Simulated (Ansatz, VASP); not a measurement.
# KI in VASP and in Ansatz

```
K I
1.0
     6.03945    0.00000    0.00000
    -3.01973    5.23032    0.00000
     0.00000    0.00000    7.03912
K I
2 2
Direct
  0.33333 0.66667 0.93750
  0.66667 0.33333 0.43750
  0.33333 0.66667 0.43750
  0.66667 0.33333 0.93750
```

Alike in both runs: task single point; functional r2SCAN; k mesh 6 × 6 × 4; no spin polarisation.

```csv
,VASP,Ansatz
version,VASP 6.6.1,Ansatz 0.2.0
potentials or method,"VASP PAW PBE potentials, release 64 (K_sv, I)","plane waves, PAW"
plane-wave cutoff (eV),520,500
occupations,"gaussian, width 0.01 eV",fixed
valence electrons in the cell,32,52
```

```tsv
	VASP	Ansatz	Ansatz less VASP
gap on the k mesh at the Fermi level (eV)	4.35	4.35	+0.003
pressure (GPa)	0.0	0.0	0.00
```

VASP's potentials were made for PBE, not for r2SCAN. VASP's potentials hold 32 valence electrons a cell and Ansatz's 52, so a difference there can come from the potentials and not from the codes.

Neither program's run includes spin-orbit coupling.
